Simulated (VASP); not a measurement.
# SiGeTe2S2 (I4/mmm) in VASP: relaxation of cell and atoms with PBE

Aim: the relaxation of cell and atoms of SiGeTe2S2 with PBE.

Everything below comes from runs of VASP 6.6.1. Logs are shortened: lines on timing, memory, paths and dates and some standing lists are left out, and cuts for length are marked.

### 1 The cell of the first run

Symmetry: I4/mmm, No. 139, tetragonal system. Conventional cell: a = 4.862 Å, b = 4.862 Å, c = 11.697 Å, α = 90.00°, β = 90.00°, γ = 90.00°. Si (site symmetry 4/mmm) has 4 S at 2.43 Å and 2 Te at 2.85 Å within 3.2 Å. Within 3.2 Å of Ge (site symmetry 4/mmm) lie 4 S at 2.43 Å and 2 Te at 3.00 Å. Within 3.9 Å of Te (site symmetry 4mm) lie 1 Si at 2.85 Å and 1 Ge at 3.00 Å and 4 Te at 3.44 Å and 8 S at 3.75 to 3.86 Å. S (site symmetry mmm) has 2 Si at 2.43 Å and 2 Ge at 2.43 Å within 3.2 Å.

The cell was generated, and may not be a known phase.

### 2 Relaxation of cell and atoms, PBE

Contents of INCAR:

```
  PREC = Accurate
  ENCUT = 600
  EDIFF = 1E-6
  ISMEAR = 0
  SIGMA = 0.1
  LREAL = F
  LASPH = T
  NELM = 100
  ALGO = Fast
  ISIF = 3
  LWAVE = F
  LCHARG = F
  GGA = PE
  IBRION = 2
  NSW = 100
  EDIFFG = -0.01
```

Contents of KPOINTS:

```
Automatic mesh
0
Gamma
  12 12 12
```

Contents of POSCAR:

```
SiGeTe2S2
1.0
   -2.4312477656      2.4312477656      5.8483111728
    2.4312477656     -2.4312477656      5.8483111728
    2.4312477656      2.4312477656     -5.8483111728
Si Ge Te S
1 1 2 2
Direct
    0.5000000000      0.5000000000      0.0000000000
    0.0000000000      0.0000000000      0.0000000000
    0.7439304476      0.7439304476      0.0000000000
    0.2560695524      0.2560695524      0.0000000000
    0.5000000000      0.0000000000      0.5000000000
    0.0000000000      0.5000000000      0.5000000000
```

Potentials or basis: VASP PAW PBE potentials, release 64 (Si, Ge_d, Te, S).

Started as:

```console
$ cat potpaw_PBE.64/Si/POTCAR potpaw_PBE.64/Ge_d/POTCAR potpaw_PBE.64/Te/POTCAR potpaw_PBE.64/S/POTCAR > POTCAR
$ mpirun -np 1 vasp_std > vasp.out
```

OUTCAR:

```text
PREC = Accurate
   ENCUT = 600
   EDIFF = 1E-6
   ISMEAR = 0
   LREAL = F
   LASPH = T
   NELM = 100
   ISIF = 3
   GGA = PE
   IBRION = 2
   NSW = 100
   EDIFFG = -0.01

 ion  position               nearest neighbor table
   1  0.500  0.500  0.000-   5 2.43   6 2.43   5 2.43   6 2.43   3 2.85   4 2.85
   2  0.000  0.000  0.000-   5 2.43   6 2.43   6 2.43   5 2.43   3 3.00   4 3.00
   3  0.744  0.744  0.000-   1 2.85   2 3.00   4 3.44   4 3.44   4 3.44   4 3.44
   4  0.256  0.256  0.000-   1 2.85   2 3.00   3 3.44   3 3.44   3 3.44   3 3.44
   5  0.500  0.000  0.500-   1 2.43   2 2.43   1 2.43   2 2.43
   6  0.000  0.500  0.500-   1 2.43   2 2.43   2 2.43   1 2.43

  LATTYP: Found a body centered tetragonal cell.
 ALAT       =     4.8624955312
 C/A-ratio  =     2.4054772432

  Lattice vectors:

 A1 = (  -2.4312477656,   2.4312477656,   5.8483111728)
 A2 = (   2.4312477656,  -2.4312477656,   5.8483111728)
 A3 = (   2.4312477656,   2.4312477656,  -5.8483111728)

Analysis of symmetry for initial positions (statically):
=====================================================================
 Subroutine PRICEL returns:
 Original cell was already a primitive cell.

 Routine SETGRP: Setting up the symmetry group for a
 body centered tetragonal supercell.

 Subroutine GETGRP returns: Found 16 space group operations
 (whereof 16 operations were pure point group operations)
 out of a pool of 16 trial point group operations.

The static configuration has the point symmetry D_4h.

Analysis of symmetry for dynamics (positions and initial velocities):
=====================================================================
 Subroutine PRICEL returns:
 Original cell was already a primitive cell.

 Routine SETGRP: Setting up the symmetry group for a
 body centered tetragonal supercell.

 Subroutine GETGRP returns: Found 16 space group operations
 (whereof 16 operations were pure point group operations)
 out of a pool of 16 trial point group operations.

The dynamic configuration has the point symmetry D_4h.

 Subroutine INISYM returns: Found 16 space group operations
 (whereof 16 operations are pure point group operations),
 and found     1 'primitive' translations

----------------------------------------------------------------------------------------

                                     Primitive cell

  volume of cell :     138.2767

  direct lattice vectors                    reciprocal lattice vectors
    -2.431247766  2.431247766  5.848311173     0.000000000  0.205655716  0.085494767
     2.431247766 -2.431247766  5.848311173     0.205655716  0.000000000  0.085494767
     2.431247766  2.431247766 -5.848311173     0.205655716  0.205655716  0.000000000

  length of vectors
     6.784148802  6.784148802  6.784148802     0.222718721  0.222718721  0.290841103

  position of ions in fractional coordinates (direct lattice)
     0.500000000  0.500000000  0.000000000
     0.000000000  0.000000000  0.000000000
     0.743930448  0.743930448  0.000000000
     0.256069552  0.256069552  0.000000000
     0.500000000  0.000000000  0.500000000
     0.000000000  0.500000000  0.500000000

  ion indices of the primitive-cell ions
   primitive index   ion index
                 1           1
                 2           2
                 3           3
                 4           4
                 5           5
                 6           6

----------------------------------------------------------------------------------------

 KPOINTS: Automatic mesh

Automatic generation of k-mesh.
 Grid dimensions read from file:
 generate k-points for:   12   12   12

 Generating k-lattice:

  Cartesian coordinates                     Fractional coordinates (reciprocal lattice)
     0.000000000  0.017137976  0.007124564     0.083333333  0.000000000  0.000000000
     0.017137976  0.000000000  0.007124564     0.000000000  0.083333333  0.000000000
     0.017137976  0.017137976  0.000000000     0.000000000  0.000000000  0.083333333

  Length of vectors
     0.018559893  0.018559893  0.024236759

  Shift w.r.t. Gamma in fractional coordinates (k-lattice)
     0.000000000  0.000000000  0.000000000

 Subroutine IBZKPT returns following result:
 ===========================================

 Found    163 irreducible k-points:

 Following reciprocal coordinates:
            Coordinates               Weight
  0.000000  0.000000  0.000000      1.000000
  0.083333 -0.000000  0.000000      8.000000
  0.166667  0.000000 -0.000000      8.000000
  0.250000  0.000000  0.000000      8.000000
  0.333333  0.000000 -0.000000      8.000000
  0.416667  0.000000 -0.000000      8.000000
[... 16 lines left out ...]
  0.500000  0.166667 -0.000000     16.000000
 -0.416667  0.166667  0.000000     16.000000
 [... further k-points ...]
   k-points           NKPTS =    163   k-points in BZ     NKDIM =    163   number of bands    NBANDS=     25
   number of dos      NEDOS =    301   number of ions     NIONS =      6
   total plane-waves  NPLWV = 157464
   dimension x,y,z NGX =    54 NGY =   54 NGZ =   54
   dimension x,y,z NGXF=   108 NGYF=  108 NGZF=  108
   ions per type =               1   1   2   2
   NGX,Y,Z   is equivalent  to a cutoff of  13.23, 13.23, 13.23 a.u.
   NGXF,Y,Z  is equivalent  to a cutoff of  26.47, 26.47, 26.47 a.u.
 SYSTEM =  unknown system
   PREC   = accura    normal or accurate (medium, high low for compatibility)
   ISTART =      0    job   : 0-new  1-cont  2-samecut
   ICHARG =      2    charge: 1-file 2-atom 10-const
   ISPIN  =      1    spin polarized calculation?
   LNONCOLLINEAR =      F non collinear calculations
   LSORBIT =      F    spin-orbit coupling
   LASPH  =      T    aspherical Exc in radial PAW
   ENCUT  =  600.0 eV  44.10 Ry    6.64 a.u.  13.55 13.55 13.55*2*pi/ulx,y,z
   NELM   =    100;   NELMIN=  2; NELMDL= -5     # of ELM steps
   EDIFF  = 0.1E-05   stopping-criterion for ELM
   LREAL  =      F    real-space projection
   EDIFFG = -.1E-01   stopping-criterion for IOM
   NSW    =    100    number of steps for IOM
   IBRION =      2    ionic relax: 0-MD 1-quasi-New 2-CG
   NFREE  =      1    steps in history (QN), initial steepest desc. (CG)
   ISIF   =      3    stress and relaxation
   ISYM   =      2    0-nonsym 1-usesym 2-fastsym
   POTIM  = 0.5000    time-step for ionic-motion
   TEBEG  =    0.0;   TEEND  =   0.0 temperature during run
   PSTRESS=    0.0 pullay stress
   NELECT =      42.0000    total number of electrons
   NUPDOWN=      -1.0000    fix difference up-down
   EMIN   =  10.00;   EMAX   =-10.00  energy-range for DOS
   EFERMI =   0.00;   METHOD = LEGACY
   ISMEAR =     0;   SIGMA  =   0.10  broadening in eV -4-tet -1-fermi 0-gaus
   EFERMI_NEDOS =   21; number of points for ismear=-14 and -15
   IALGO  =     68    algorithm
   IMIX   =      4    mixing-type and parameters
     AMIX     =   0.40;   BMIX     =  1.00
     AMIX_MAG =   1.60;   BMIX_MAG =  1.00
  volume/ion in A,a.u.               =      23.05       155.52
  Fermi-wavevector in a.u.,A,eV,Ry     =   1.100462  2.079571 16.476874  1.211016
  Thomas-Fermi vector in A             =   2.236873
   LORBIT       =      0    0 simple, 1 ext, 2 COOP (PROOUT), +10 PAW based schemes
   GGA     = PE    functional components
   LHFCALC =     F    Hartree Fock is set to
   AEXX    =    0.0000 exact exchange contribution
   IVDW    =     0    specifies the selected vdW correction
   LEPSILON=     F    determine dielectric tensor
   LRPA    =     F    only Hartree local field effects (RPA)
 conjugate gradient relaxation of ions
 non-spin polarized calculation
 RMM-DIIS sequential band-by-band and
 Gauss-broadening in eV      SIGMA  =   0.10
  energy-cutoff  :      600.00
  volume of cell :      138.28
 maximum number of plane-waves:      4687
   NGX = 27   NGY = 27   NGZ = 27

--------------------------------------- Ionic step        1  -------------------------------------------

 number of electron      42.0000001 magnetization

 Free energy of the ion-electron system (eV)
  ---------------------------------------------------
  ext. energy  EPLUGINS =         0.00000000
  ---------------------------------------------------
  free energy    TOTEN  =       -24.20602590 eV

  energy without entropy =      -24.19026018  energy(sigma->0) =      -24.19814304

------------------------ aborting loop because EDIFF is reached ----------------------------------------

  FORCE on cell =-STRESS in cart. coord.  units (eV):
  Direction    XX          YY          ZZ          XY          YZ          ZX
  --------------------------------------------------------------------------------------
  -------------------------------------------------------------------------------------
  Total       -0.0651996     -0.0651996      0.4602009      0.0000000      0.0000000      0.0000000
  in kB       -0.7554514     -0.7554514      5.3322336      0.0000000      0.0000000      0.0000000
  external PRESSURE =       1.2737769 kB  Pullay stress =       0.0000000 kB
[... 185 lines left out ...]
  energy  without entropy=      -24.1924603310  energy(sigma->0) =      -24.20016814

--------------------------------------- Ionic step        6  -------------------------------------------

 number of electron      42.0000001 magnetization

 Free energy of the ion-electron system (eV)
  ---------------------------------------------------
  ext. energy  EPLUGINS =         0.00000000
  ---------------------------------------------------
  free energy    TOTEN  =       -24.20789538 eV

  energy without entropy =      -24.19248305  energy(sigma->0) =      -24.20018922

 E-fermi :   6.2578     XC(G=0):  -9.8638

 val. band max:        6.2553348788   @ k =  -0.3333  -0.3333   0.0833
 cond. band min:       6.2604484716   @ k =   0.5000   0.3333   0.0833
 fundamental gap:      0.0051135929
 Fermi energy:         6.2578452431

 k-point     1 :       0.0000    0.0000    0.0000
  band No.  band energies     occupation
      1     -18.7474      2.00000
      2     -18.7240      2.00000
      3     -18.7031      2.00000
      4     -18.6982      2.00000
      5     -18.6982      2.00000
      6      -9.0229      2.00000
[... 661 lines left out ...]
     24       8.0311      0.00000
     25       8.4765      0.00000

 [... further k-points ...]
[... 5 lines left out ...]
  --------------------------------------------------------------------------------------
  -------------------------------------------------------------------------------------
  Total        0.0050795      0.0050795     -0.0293425      0.0000000      0.0000000     -0.0000000
  in kB        0.0585884      0.0585884     -0.3384430      0.0000000      0.0000000     -0.0000000
  external PRESSURE =      -0.0737554 kB  Pullay stress =       0.0000000 kB
[... 21 lines left out ...]
  FREE ENERGIE OF THE ION-ELECTRON SYSTEM (eV)
  ---------------------------------------------------
  free  energy   TOTEN  =       -24.2078953791 eV

  energy  without entropy=      -24.1924830520  energy(sigma->0) =      -24.20018922

 reached required accuracy - stopping structural energy minimisation
```

Wall time 86 min (1 thread of Oxide Virtual Turin-like, shared host); peak memory 0.94 GiB.

What came out:

- Free energy: -24.2079 eV
- Relaxed volume: 23.15 Å³/atom
- Relaxed cell: a = 6.819 Å, b = 6.819 Å, c = 6.819 Å, α = 138.28°, β = 138.28°, γ = 60.47°
- Space group after relaxing (to 0.1 Å): I4/mmm (No. 139)
- Energy gained by relaxing: 0.3 meV/atom
- Ionic steps: 6
- Pressure after relaxing: 0.0 GPa
- Band gap on the k mesh: zero (bands 21 and 22 overlap by 1.88 eV)

Forces on the atoms (eV/Å):
```
Si   0.000  0.000  0.000
Ge   0.000  0.000  0.000
Te   0.000  0.000  0.003
Te   0.000  0.000 -0.003
S    0.000  0.000  0.000
S    0.000  0.000  0.000
```

The path:
| step | energy change (eV) | largest force (eV/Å) | pressure (GPa) | volume (Å³) |
| --- | --- | --- | --- | --- |
| 1 | 0.0000 | 0.0319 | 0.13 | 138.28 |
| 2 | -0.0014 | 0.0241 | 0.05 | 138.64 |
| 3 | -0.0018 | 0.0167 | -0.03 | 139.02 |
| 4 | -0.0018 | 0.0114 | 0.01 | 138.91 |
| 5 | -0.0019 | 0.0104 | 0.03 | 138.89 |
| 6 | -0.0019 | 0.0030 | -0.01 | 138.91 |

Final structure:
```xyz
6
Lattice="-2.4279 2.4279 5.8911 2.4279 -2.4279 5.8911 2.4279 2.4279 -5.8911" Properties=species:S:1:pos:R:3 pbc="T T T"
Si    2.4279    2.4279    0.0000
Ge    2.4279    2.4279   -5.8911
Te    0.0000    0.0000    8.7706
Te    0.0000    0.0000    3.0117
S     0.0000    2.4279    0.0000
S     2.4279    0.0000    0.0000
```

Caveat: spin-orbit coupling is left out, which moves the levels of the heavy elements.
